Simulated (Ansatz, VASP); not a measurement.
# MgH2: VASP beside Ansatz

```
CELL_PARAMETERS angstrom
4.42839 0.00000 0.00000
0.00000 4.42839 0.00000
0.00000 0.00000 2.97329
ATOMIC_POSITIONS crystal
Mg 0.00000 0.00000 0.00000
Mg 0.50000 0.50000 0.50000
H 0.30433 0.30433 0.00000
H 0.19567 0.80433 0.50000
H 0.69567 0.69567 0.00000
H 0.80433 0.19567 0.50000
```

Alike in both runs: task relaxation of cell and atoms; functional LDA; k mesh 6 × 6 × 8; no spin polarisation.

|  | VASP | Ansatz |
| --- | --- | --- |
| version | VASP 6.6.1 | Ansatz 0.2.0 |
| potentials or method | VASP PAW LDA potentials, release 64 (Mg, H), cutoff 600 eV | scalar-relativistic, plane waves, PAW |
| occupations | gaussian, width 0.01 eV | fixed |
| valence electrons in the cell | 8 | 24 |

```csv
,VASP,Ansatz,Ansatz less VASP
"gap on the k mesh at the Fermi level, each at its own relaxed structure (eV)",3.51,3.51,-0.003
relaxed volume (Å³/atom),9.64,9.72,+0.075
relaxed length of the cell vector where the two differ most in proportion (Å),4.414,4.428,+0.0141
```

LDA's correlation is that of Perdew and Zunger in VASP and of Perdew and Wang (1992) in Ansatz. VASP's potentials hold 8 valence electrons a cell and Ansatz's 24, so a difference there can come from the potentials and not from the codes.
